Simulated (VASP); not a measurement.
Wanted: the native input for a VASP 6.6.1 run.

```yaml
Task: single point
Functional: LDA
Potentials_or_basis: VASP PAW LDA potentials, release 64 (Ti_sv)
Cutoff: 520 eV
k_mesh: 18 × 18 × 10
Occupations: fermi-dirac, width 0.08 eV
Spin: no spin polarisation
Dipole_correction: no
Further_INCAR_settings: ALGO = Normal; EDIFF = 1e-06; NBANDS = 19
```

The structure of Ti lies in POSCAR:

```
Ti
1.0
    2.8564554465      0.0000000000      0.0000000000
   -1.4282277232      2.4737629814      0.0000000000
    0.0000000000      0.0000000000      4.5254725207
Ti
2
Direct
    0.3333333333      0.6666666667      0.2500000000
    0.6666666667      0.3333333333      0.7500000000
```

One way to write it, as run:

INCAR

```
PREC = Accurate ; ENCUT = 520
EDIFF = 1E-6 ; ISMEAR = -1
SIGMA = 0.08 ; LREAL = False
LASPH = True ; NELM = 60
ALGO = Normal ; ISIF = 2
LWAVE = False ; LCHARG = True
LELF = True ; LVHAR = True
NBANDS = 19
```

KPOINTS

```
regular mesh
0
Gamma
  18 18 10
```

Potentials or basis: VASP PAW LDA potentials, release 64 (Ti_sv).

Run with:

```bash
$ cat potpaw_LDA.64/Ti_sv/POTCAR > POTCAR
$ mpirun -np 1 vasp_std > vasp.out
```

Results of the run:

```yaml
Pressure: 0.9 GPa
Band_gap_on_the_k_mesh: zero (band 12 reaches 9.85 eV, above the bottom of band 13 at 8.70 eV)
```

Run time: 76 s on 1 thread of Intel(R) Xeon(R) 6975P-C (Granite Rapids), with other jobs on the host, peak memory 0.22 GiB.
